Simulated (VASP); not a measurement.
Input of a VASP 6.6.1 run:

Contents of INCAR:

```
SYSTEM = SnS7
ALGO = Normal
EDIFF = 1E-6
ENCUT = 520
GGA = PE
ISIF = 2
ISMEAR = 0
LASPH = .TRUE.
LCHARG = .TRUE.
LELF = .TRUE.
LREAL = .FALSE.
LVHAR = .TRUE.
LWAVE = .FALSE.
NBANDS = 38
NELM = 80
PREC = Accurate
SIGMA = 0.1
```

The input KPOINTS:

```
k-points
0
G
  8 8 8
  0 0 0
```

POSCAR

```
SnS7
1.0
    0.0000000000      4.1375896821      4.1375896821
    4.1375896821      0.0000000000      4.1375896821
    4.1375896821      4.1375896821      0.0000000000
Sn S
1 7
Direct
    0.0000000000      0.0000000000      0.0000000000
    0.5000000000      0.5000000000      0.5000000000
    0.0000000000      0.5000000000      0.0000000000
    0.5000000000      0.0000000000      0.0000000000
    0.0000000000      0.5000000000      0.5000000000
    0.5000000000      0.0000000000      0.5000000000
    0.0000000000      0.0000000000      0.5000000000
    0.5000000000      0.5000000000      0.0000000000
```

Potentials or basis: VASP PAW PBE potentials, release 64 (Sn_d, S).

Launch:

```console
$ cat potpaw_PBE.64/Sn_d/POTCAR potpaw_PBE.64/S/POTCAR > POTCAR
$ mpirun -np 1 vasp_std > vasp.out
```

**Question.** Estimate the pressure.

**Answer.** -0.1 GPa.

**Question.** Estimate the band gap on the k mesh.

**Answer.** Zero (bands 28 and 29 overlap by 1.78 eV).

Caveat: spin-orbit coupling is left out, which moves the levels of the heavy elements.
